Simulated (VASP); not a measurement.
InO, 4 atoms in the cell. The cell holds a slab with vacuum, 4 atoms: a = 3.730 Å, b = 3.730 Å, c = 15.877 Å, α = 90.00°, β = 90.00°, γ = 120.00°.  This cell differs from its parent crystal: strain +0.080 along x and y, +0.000 along z.

| Property | Result |
| --- | --- |
| Program | VASP 6.6.1 |
| Task | single point |
| Functional | r2SCAN |
| Potentials or basis | VASP PAW PBE potentials, release 64 (In_d, O) |
| Cutoff | 520 eV |
| k mesh | 12 × 12 × 2 |
| Occupations | gaussian, width 0.05 eV |
| Spin | no spin polarisation |
| Dipole correction | no |
| Further INCAR settings | ALGO = Normal; EDIFF = 1e-07; NBANDS = 27 |

Potentials or basis: VASP PAW PBE potentials, release 64 (In_d, O).

Command:

```console
$ cat potpaw_PBE.64/In_d/POTCAR potpaw_PBE.64/O/POTCAR > POTCAR
$ cp INCAR.step1 INCAR
$ mpirun -np 1 vasp_std > vasp.out
$ cp INCAR.step2 INCAR
$ mpirun -np 1 vasp_std > vasp.out
```

Hardware: 1 thread of Intel(R) Xeon(R) 6975P-C (Granite Rapids), with other jobs on the host.

Estimate the wall time of this run.

It took 8.1 min on 1 thread of Intel(R) Xeon(R) 6975P-C (Granite Rapids), on a shared host, peak memory 0.43 GiB. Counts: k points 38.
